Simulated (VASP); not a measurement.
Set up this calculation in VASP 6.6.1, as the native input.

```yaml
Task: single point
Functional: r2SCAN
Potentials_or_basis: VASP PAW PBE potentials, release 64 (Li_sv, F_h)
Cutoff: 1490 eV
k_mesh: 8 × 8 × 8
Occupations: gaussian, width 0.01 eV
Spin: no spin polarisation
Dipole_correction: no
Further_INCAR_settings: ALGO = Normal; EDIFF = 1e-06; NBANDS = 12
```

The system is LiF.

```xyz
2
Lattice="2.5656 0.0000 0.0000 0.0000 2.5656 0.0000 0.0000 0.0000 2.5656" Properties=species:S:1:pos:R:3 pbc="T T T"
Li    0.0000    0.0000    0.0000
F     1.2828    1.2828    1.2828
```

These files were run (other wordings do the same):

POSCAR

```
LiF
1.0
    2.5656093746      0.0000000000      0.0000000000
    0.0000000000      2.5656093746      0.0000000000
    0.0000000000      0.0000000000      2.5656093746
Li F
1 1
Direct
    0.0000000000      0.0000000000      0.0000000000
    0.5000000000      0.5000000000      0.5000000000
```

INCAR.step1

```
ALGO     = Normal         # electronic algorithm
EDIFF    = 1E-5           # SCF threshold, eV
ENCUT    = 1490           # plane-wave cutoff, eV
GGA      = PE             # functional
GGA_COMPAT= False        
ISMEAR   = 0              # smearing method
LASPH    = True           # aspherical terms in the spheres
LCHARG   = False          # write CHGCAR
LREAL    = False          # projectors in reciprocal space
LWAVE    = True           # write WAVECAR
NBANDS   = 12             # bands
NELM     = 120            # most SCF steps
PREC     = Accurate       # precision mode
SIGMA    = 0.01           # smearing width, eV
```

INCAR.step2

```
ALGO     = Normal         # electronic algorithm
EDIFF    = 1E-6           # SCF threshold, eV
ENCUT    = 1490           # plane-wave cutoff, eV
GGA_COMPAT= False        
ISIF     = 2              # what is computed and relaxed
ISMEAR   = 0              # smearing method
ISTART   = 1            
LASPH    = True           # aspherical terms in the spheres
LCHARG   = True           # write CHGCAR
LELF     = True           # ELF
LMIXTAU  = True         
LREAL    = False          # projectors in reciprocal space
LVHAR    = True         
LWAVE    = False          # write WAVECAR
METAGGA  = R2SCAN         # meta-GGA
NBANDS   = 12             # bands
NELM     = 120            # most SCF steps
PREC     = Accurate       # precision mode
SIGMA    = 0.01           # smearing width, eV
```

KPOINTS

```
k-points
0
Gamma
  8 8 8
```

Potentials or basis: VASP PAW PBE potentials, release 64 (Li_sv, F_h).

The run is started by

```bash
$ cat potpaw_PBE.64/Li_sv/POTCAR potpaw_PBE.64/F_h/POTCAR > POTCAR
$ cp INCAR.step1 INCAR
$ mpirun -np 1 vasp_std > vasp.out
$ cp INCAR.step2 INCAR
$ mpirun -np 1 vasp_std > vasp.out
```

It gave:

```yaml
Pressure: -5.2 GPa
Band_gap_on_the_k_mesh: 8.56 eV (least direct gap 9.23 eV)
```

Caveat: the cell stands under tension; the structure was generated, so it needn't be the stable form of LiF; the PAW data sets were made with another functional, which shifts forces and pressure a little.

It took 89 s on 1 thread of Intel(R) Xeon(R) Platinum 8259CL CPU @ 2.50GHz (Skylake/Cascade Lake), with other jobs on the host, peak memory 0.19 GiB.
